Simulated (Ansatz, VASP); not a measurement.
**PbO2: VASP beside Ansatz**

INCAR

```
SYSTEM = PbO2
  AGGAC = 1.0
  AGGAX = 1.0
  ALDAC = 0.0
  ALDAX = 1.0
  ALGO = Normal
  EDIFF = 1E-6
  ENCUT = 600
  GGA = B5
  GGA_COMPAT = .False.
  ISIF = 2
  ISMEAR = 1
  LASPH = .True.
  LCHARG = .False.
  LREAL = .False.
  LWAVE = .False.
  NBANDS = 20
  NELM = 120
  PREC = Accurate
  SIGMA = 0.27211386245988
```

The input KPOINTS:

```
k-points
0
Gamma
  2 2 2
  0 0 0
```

POSCAR

```
PbO2
1.0
    0.0000000000      2.7019920000      2.7019920000
    2.7019920000      0.0000000000      2.7019920000
    2.7019920000      2.7019920000      0.0000000000
Pb O
1 2
Direct
    0.0000000000      0.0000000000      0.0000000000
    0.2500000000      0.2500000000      0.2500000000
    0.7500000000      0.7500000000      0.7500000000
```

Input for Ansatz:

```yaml
crystal:
  lattice:
    - [0.0, 2.701992, 2.701992]
    - [2.701992, 0.0, 2.701992]
    - [2.701992, 2.701992, 0.0]
  atoms:
    - { symbol: Pb, position: [0.0, 0.0, 0.0] }
    - { symbol: O, position: [0.25, 0.25, 0.25] }
    - { symbol: O, position: [0.75, 0.75, 0.75] }
basis:
  ecutwfc: 420
kpoints:
  mp_grid: { grid: [2, 2, 2] }
hamiltonian:
  xc: blyp
scf:
  occupations: { method: methfessel_paxton, width: "0.02 Ry" }
  max_iter: 89
output:
  forces: true
  stress: true
  eigenvalues: true
  dos: {}
```

Alike in both runs: task single point; functional BLYP; k mesh 2 × 2 × 2; no spin polarisation.

|  | VASP | Ansatz |
| --- | --- | --- |
| version | VASP 6.6.1 | Ansatz 0.2.0 |
| potentials or method | VASP PAW PBE potentials, release 64 (Pb_d, O), cutoff 600 eV | scalar-relativistic, plane waves, PAW |
| occupations | methfessel-paxton of order 1, width 0.272114 eV | methfessel-paxton of order 1 |
| valence electrons in the cell | 26 | 26 |

VASP gave:

```
gap on the k mesh at the Fermi level (eV) : none
pressure (GPa)                            : 9.7
```

Problem. Estimate Ansatz's values.

Solution. gap on the k mesh at the Fermi level (eV): none; pressure (GPa): 9.4.

VASP's potentials were made for PBE, not for BLYP. A gap of «none» marks a metal or a gap that the smearing closes.

The k mesh is coarse, so the values compare programs but aren't converged. Spin-orbit coupling is off throughout.
